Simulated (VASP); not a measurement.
Here is a VASP 6.6.1 calculation.

The input INCAR:

```
SYSTEM = SiNi2
  ALGO = Fast
  EDIFF = 1E-6
  ENCUT = 520
  GGA = PS
  ISIF = 2
  ISMEAR = 0
  LASPH = .TRUE.
  LCHARG = .TRUE.
  LELF = .TRUE.
  LREAL = .FALSE.
  LVHAR = .TRUE.
  LWAVE = .FALSE.
  NBANDS = 33
  NELM = 60
  PREC = Accurate
  SIGMA = 0.1
```

KPOINTS

```
k-points
0
G
  12 12 8
  0 0 0
```

Contents of POSCAR:

```
SiNi2
1.0
    3.8878059757      0.0000000000      0.0000000000
   -1.9439029879      3.3669387400      0.0000000000
    0.0000000000      0.0000000000      4.8186455657
Si Ni
2 4
Direct
    0.3333333333      0.6666666667      0.7500000000
    0.6666666667      0.3333333333      0.2500000000
    0.0000000000      0.0000000000      0.0000000000
    0.0000000000      0.0000000000      0.5000000000
    0.3333333333      0.6666666667      0.2500000000
    0.6666666667      0.3333333333      0.7500000000
```

Potentials or basis: VASP PAW PBE potentials, release 64 (Si, Ni).

Run with:

```console
$ cat potpaw_PBE.64/Si/POTCAR potpaw_PBE.64/Ni/POTCAR > POTCAR
$ mpirun -np 1 vasp_std > vasp.out
```

Estimate the band gap on the k mesh.

zero (bands 24 and 25 overlap by 3.22 eV).

Predict the pressure.

2.2 GPa.

Stress tensor (GPa, compression positive):
```
-0.18  0.00  0.00
 0.00 -0.18  0.00
 0.00  0.00  6.96
```

Caveat: the cell differs from its parent crystal (uniaxial strain along c: -2.0 %); the PAW data sets were made with another functional, which shifts forces and pressure a little. Spin polarisation is off, so any magnetic state and its effect on volume and gap are missing.
